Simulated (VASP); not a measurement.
# GaAs (I-4m2) in VASP: a series of runs

GaAs is run at these levels: r2SCAN; tasks: single point.

All numbers are computed with VASP 6.6.1; they aren't measurements. Logs are shortened: lines on timing, memory, paths and dates and some standing lists are left out, and cuts for length are marked.

### 1 The cell of the first run

The structure is tetragonal, space group I-4m2 (No. 119). The conventional cell has a = 4.047 Å, b = 4.047 Å, c = 5.619 Å, α = 90.00°, β = 90.00°, γ = 90.00°. Ga (site symmetry -4m2) has 4 As at 2.46 Å within 3.3 Å. As (site symmetry -4m2) has 4 Ga at 2.46 Å within 3.3 Å.

### 2 Single point, r2SCAN (in-plane strain +0.01, then relaxed in part)

The input, POSCAR:

```
GaAs
1.0
    2.8617643952      2.8617643952      0.0000000000
   -2.8617643952      2.8617643952      0.0000000000
    0.0000000000      2.8617643952      2.8093576774
Ga As
1 1
Direct
    0.0000000000      0.0000000000      0.0000000000
    0.7500000000      0.2500000000      0.5000000000
```

The input, INCAR.step1:

```
  PREC = Accurate
  ENCUT = 520
  ISMEAR = 0
  SIGMA = 0.01
  LREAL = F
  LASPH = T
  NELM = 60
  NBANDS = 16
  GGA = PE
  ALGO = Normal
  EDIFF = 1E-4
  LWAVE = T
  LCHARG = F
```

The input, INCAR.step2:

```
  PREC = Accurate
  ENCUT = 520
  EDIFF = 1E-6
  ISMEAR = 0
  SIGMA = 0.01
  LREAL = F
  LASPH = T
  NELM = 60
  ALGO = Normal
  ISIF = 2
  LWAVE = F
  LCHARG = F
  METAGGA = R2SCAN
  LMIXTAU = T
  NBANDS = 16
  ISTART = 1
```

The input, KPOINTS:

```
regular mesh
0
Gamma
  8 8 8
```

Potentials or basis: VASP PAW PBE potentials, release 64 (Ga_d, As).

Command:

```
cat potpaw_PBE.64/Ga_d/POTCAR potpaw_PBE.64/As/POTCAR > POTCAR
cp INCAR.step1 INCAR
mpirun -np 1 vasp_std > vasp.out
cp INCAR.step2 INCAR
mpirun -np 1 vasp_std > vasp.out
```

OUTCAR:

```text
PREC = Accurate
   ENCUT = 520
   EDIFF = 1E-6
   ISMEAR = 0
   LREAL = F
   LASPH = T
   NELM = 60
   ISIF = 2
   METAGGA = R2SCAN
   ISTART = 1

 ion  position               nearest neighbor table
   1  0.000  0.000  0.000-   2 2.46   2 2.46   2 2.46   2 2.46
   2  0.750  0.250  0.500-   1 2.46   1 2.46   1 2.46   1 2.46

  LATTYP: Found a body centered tetragonal cell.
 ALAT       =     4.0471460200
 C/A-ratio  =     1.3883154517

  Lattice vectors:

 A1 = (   2.8617643952,   0.0000000000,  -2.8093576774)
 A2 = (  -2.8617643952,   0.0000000000,  -2.8093576774)
 A3 = (   0.0000000000,   2.8617643952,   2.8093576774)

Analysis of symmetry for initial positions (statically):
=====================================================================
 Subroutine PRICEL returns:
 Original cell was already a primitive cell.

 Routine SETGRP: Setting up the symmetry group for a
 body centered tetragonal supercell.

 Subroutine GETGRP returns: Found  8 space group operations
 (whereof  8 operations were pure point group operations)
 out of a pool of 16 trial point group operations.

The static configuration has the point symmetry D_2d.

Analysis of symmetry for dynamics (positions and initial velocities):
=====================================================================
 Subroutine PRICEL returns:
 Original cell was already a primitive cell.

 Routine SETGRP: Setting up the symmetry group for a
 body centered tetragonal supercell.

 Subroutine GETGRP returns: Found  8 space group operations
 (whereof  8 operations were pure point group operations)
 out of a pool of 16 trial point group operations.

The dynamic configuration has the point symmetry D_2d.

 Subroutine INISYM returns: Found  8 space group operations
 (whereof  8 operations are pure point group operations),
 and found     1 'primitive' translations

----------------------------------------------------------------------------------------

                                     Primitive cell

  volume of cell :      46.0156

  direct lattice vectors                    reciprocal lattice vectors
     2.861764395  2.861764395  0.000000000     0.174717388  0.174717388 -0.177976626
    -2.861764395  2.861764395  0.000000000    -0.174717388  0.174717388 -0.177976626
     0.000000000  2.861764395  2.809357677     0.000000000  0.000000000  0.355953252

  length of vectors
     4.047146020  4.047146020  4.010260093     0.304512743  0.304512743  0.355953252

  position of ions in fractional coordinates (direct lattice)
[... 79 lines left out ...]
   EDIFF  = 0.1E-05   stopping-criterion for ELM
   LREAL  =      F    real-space projection
   EDIFFG = 0.1E-04   stopping-criterion for IOM
   NSW    =      0    number of steps for IOM
   IBRION =     -1    ionic relax: 0-MD 1-quasi-New 2-CG
   NFREE  =      0    steps in history (QN), initial steepest desc. (CG)
   ISIF   =      2    stress and relaxation
   ISYM   =      2    0-nonsym 1-usesym 2-fastsym
   POTIM  = 0.5000    time-step for ionic-motion
   TEBEG  =    0.0;   TEEND  =   0.0 temperature during run
   PSTRESS=    0.0 pullay stress
   NELECT =      18.0000    total number of electrons
   NUPDOWN=      -1.0000    fix difference up-down
   EMIN   =  10.00;   EMAX   =-10.00  energy-range for DOS
   EFERMI =   0.00;   METHOD = LEGACY
   ISMEAR =     0;   SIGMA  =   0.01  broadening in eV -4-tet -1-fermi 0-gaus
   EFERMI_NEDOS =   21; number of points for ismear=-14 and -15
   IALGO  =     38    algorithm
   IMIX   =      4    mixing-type and parameters
     AMIX     =   0.40;   BMIX     =  1.00
     AMIX_MAG =   1.60;   BMIX_MAG =  1.00
  volume/ion in A,a.u.               =      23.01       155.26
  Fermi-wavevector in a.u.,A,eV,Ry     =   1.197285  2.262540 19.503822  1.433490
  Thomas-Fermi vector in A             =   2.333203
   LORBIT       =      0    0 simple, 1 ext, 2 COOP (PROOUT), +10 PAW based schemes
   METAGGA = R2SCAN    functional components
   LHFCALC =     F    Hartree Fock is set to
   AEXX    =    0.0000 exact exchange contribution
   IVDW    =     0    specifies the selected vdW correction
   LEPSILON=     F    determine dielectric tensor
   LRPA    =     F    only Hartree local field effects (RPA)
 non-spin polarized calculation
 Gauss-broadening in eV      SIGMA  =   0.01
  energy-cutoff  :      520.00
  volume of cell :       46.02
 maximum number of plane-waves:      1263
   NGX = 15   NGY = 15   NGZ = 15

 number of electron      17.9999988 magnetization

 Free energy of the ion-electron system (eV)
  ---------------------------------------------------
  ext. energy  EPLUGINS =         0.00000000
  ---------------------------------------------------
  free energy    TOTEN  =       -27.05006111 eV

  energy without entropy =      -27.05006111  energy(sigma->0) =      -27.05006111

 E-fermi :   3.7060     XC(G=0): -10.1677

 val. band max:        3.5785422741   @ k =   0.0000   0.0000   0.0000
 cond. band min:       4.3547302728   @ k =   0.0000   0.0000   0.0000
 fundamental gap:      0.7761879987
 Fermi energy:         3.7060033202

 k-point     1 :       0.0000    0.0000    0.0000
  band No.  band energies     occupation
      1     -11.6992      2.00000
      2     -11.6992      2.00000
      3     -11.6947      2.00000
      4     -11.6148      2.00000
      5     -11.6112      2.00000
      6      -9.5672      2.00000
[... 433 lines left out ...]
      3     -11.6775      2.00000
      4     -11.6128      2.00000
      5     -11.6126      2.00000
      6      -8.4951      2.00000
[... 8 lines left out ...]
     15      13.8418      0.00000
     16      15.1539      0.00000

 [... further k-points ...]

------------------------ aborting loop because EDIFF is reached ----------------------------------------

  FORCE on cell =-STRESS in cart. coord.  units (eV):
  Direction    XX          YY          ZZ          XY          YZ          ZX
  --------------------------------------------------------------------------------------
  -------------------------------------------------------------------------------------
  Total       -0.3162463     -0.3162463      0.0247461      0.0000000     -0.0000000      0.0000000
  in kB      -11.0111133    -11.0111133      0.8616121      0.0000000     -0.0000000      0.0000000
  external PRESSURE =      -7.0535382 kB  Pullay stress =       0.0000000 kB

 VOLUME and BASIS-vectors are now :
 -----------------------------------------------------------------------------
  energy-cutoff  :      520.00
  volume of cell :       46.02
      direct lattice vectors                 reciprocal lattice vectors
     2.861764395  2.861764395  0.000000000     0.174717388  0.174717388 -0.177976626
    -2.861764395  2.861764395  0.000000000    -0.174717388  0.174717388 -0.177976626
     0.000000000  2.861764395  2.809357677     0.000000000  0.000000000  0.355953252

 POSITION                                       TOTAL-FORCE (eV/Angst)
 -----------------------------------------------------------------------------------
      0.00000      0.00000      0.00000         0.000000      0.000000      0.000000
      1.43088      4.29265      1.40468        -0.000000     -0.000000      0.000000
 -----------------------------------------------------------------------------------
    total drift:                               -0.000016      0.000000     -0.000000

  FREE ENERGIE OF THE ION-ELECTRON SYSTEM (eV)
  ---------------------------------------------------
  free  energy   TOTEN  =       -27.0500611060 eV

  energy  without entropy=      -27.0500611060  energy(sigma->0) =      -27.05006111
```

Wall time 75 s (1 thread of Intel Xeon 6975P-C (Granite Rapids), shared host); peak memory 0.19 GiB.

What came out:

```yaml
Free_energy: -27.0501 eV
Pressure: -0.7 GPa
Band_gap_on_the_k_mesh: 0.78 eV, direct
```

Caveat: the cell differs from its parent crystal (in-plane strain +0.01, then relaxed in part); the PAW data sets were made with another functional, which shifts forces and pressure a little. A k mesh can miss the band edges.

### 3 Single point, r2SCAN (in-plane strain +0.01)

POSCAR: that of step 2 with these lines changed.

```diff
@@ -4,3 +4,3 @@
    -2.8617643952      2.8617643952      0.0000000000
-    0.0000000000      2.8617643952      2.8093576774
+    0.0000000000      2.8617643952      2.8164295137
 Ga As
```

The input, INCAR.step1:

```
SYSTEM = GaAs
  PREC = Accurate
  ENCUT = 520
  ISMEAR = 0
  SIGMA = 0.01
  LREAL = .FALSE.
  LASPH = .TRUE.
  NELM = 60
  NBANDS = 16
  GGA = PE
  ALGO = Normal
  EDIFF = 1E-4
  LWAVE = .TRUE.
  LCHARG = .FALSE.
```

The input, INCAR.step2:

```
SYSTEM = GaAs
  PREC = Accurate
  ENCUT = 520
  EDIFF = 1E-7
  ISMEAR = 0
  SIGMA = 0.01
  LREAL = .FALSE.
  LASPH = .TRUE.
  NELM = 60
  ALGO = Normal
  ISIF = 2
  LWAVE = .FALSE.
  LCHARG = .FALSE.
  METAGGA = R2SCAN
  LMIXTAU = .TRUE.
  NBANDS = 16
  ISTART = 1
```

The input, KPOINTS:

```
Automatic mesh
0
G
  8 8 8
  0 0 0
```

Potentials or basis: VASP PAW PBE potentials, release 64 (Ga_d, As).

Command:

```
cat potpaw_PBE.64/Ga_d/POTCAR potpaw_PBE.64/As/POTCAR > POTCAR
cp INCAR.step1 INCAR
mpirun -np 1 vasp_std > vasp.out
cp INCAR.step2 INCAR
mpirun -np 1 vasp_std > vasp.out
```

Run time: 94 s. Hardware: 1 thread of Intel Xeon 6975P-C (Granite Rapids), shared host; peak memory 0.2 GiB.

Results (log left out):

* Free energy: -27.0500 eV
* Pressure: -0.9 GPa
* Band gap on the k mesh: 0.77 eV, direct

Stress tensor (GPa, compression positive):
```
-1.24  0.00  0.00
 0.00 -1.24  0.00
 0.00  0.00 -0.21
```

Levels at points of the mesh, in eV from the valence-band top:
| k point | band 6 | band 7 | band 8 | band 9 | band 10 | band 11 | band 12 | band 13 |
| --- | --- | --- | --- | --- | --- | --- | --- | --- |
| (0.00, 0.00, 0.00) | -13.12 | -0.09 | -0.09 | 0.00 | 0.77 | 3.94 | 3.99 | 3.99 |
| (0.50, 0.00, 0.00) | -11.33 | -6.76 | -1.28 | -1.15 | 1.23 | 4.87 | 4.98 | 8.20 |
| (0.50, 0.50, 0.00) | -10.60 | -6.99 | -2.73 | -2.72 | 1.77 | 1.95 | 10.57 | 10.66 |
| (0.00, 0.00, 0.50) | -10.54 | -6.89 | -2.83 | -2.83 | 1.67 | 1.79 | 10.63 | 10.63 |

Caveat: the cell differs from its parent crystal (in-plane strain +0.01); the PAW data sets were made with another functional, which shifts forces and pressure a little. A k mesh can miss the band edges.
